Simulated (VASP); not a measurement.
A run of VASP 6.6.1 is set up as follows.

The input INCAR:

```
SYSTEM = Ti3AlB3
  ALGO = Normal
  EDIFF = 1E-6
  ENCUT = 500
  GGA = PE
  GGA_COMPAT = .False.
  ISIF = 2
  ISMEAR = 0
  LASPH = .True.
  LCHARG = .True.
  LELF = .True.
  LREAL = .False.
  LVHAR = .True.
  LWAVE = .False.
  NBANDS = 33
  NELM = 120
  PREC = Accurate
  SIGMA = 0.2
```

Contents of KPOINTS:

```
k-points
0
Gamma
  5 5 2
  0 0 0
```

Contents of POSCAR:

```
Ti3AlB3
1.0
    3.4684745663      0.0000000000      0.0000000000
    0.0000000000      3.4684745663      0.0000000000
    0.0000000000      0.0000000000      8.1281359600
Ti Al B
3 1 3
Direct
    0.0000000000      0.0000000000      0.6499105122
    0.0000000000      0.0000000000      0.3500894878
    0.0000000000      0.0000000000      0.0000000000
    0.5000000000      0.5000000000      0.0000000000
    0.5000000000      0.5000000000      0.5000000000
    0.0000000000      0.5000000000      0.8316916787
    0.5000000000      0.0000000000      0.1683083213
```

Potentials or basis: VASP PAW PBE potentials, release 64 (Ti_sv, Al, B).

Command:

```bash
$ cat potpaw_PBE.64/Ti_sv/POTCAR potpaw_PBE.64/Al/POTCAR potpaw_PBE.64/B/POTCAR > POTCAR
$ mpirun -np 1 vasp_std > vasp.out
```

(1) Predict the pressure.

(2) What does it give for the band gap on the k mesh?

(3) Estimate the largest force.

Results:

(1) 0.1 GPa.

(2) zero (bands 24 and 25 overlap by 0.29 eV).

(3) 0.015 eV/Å.

Caveat: the k points lie up to 0.39 Å⁻¹ apart.
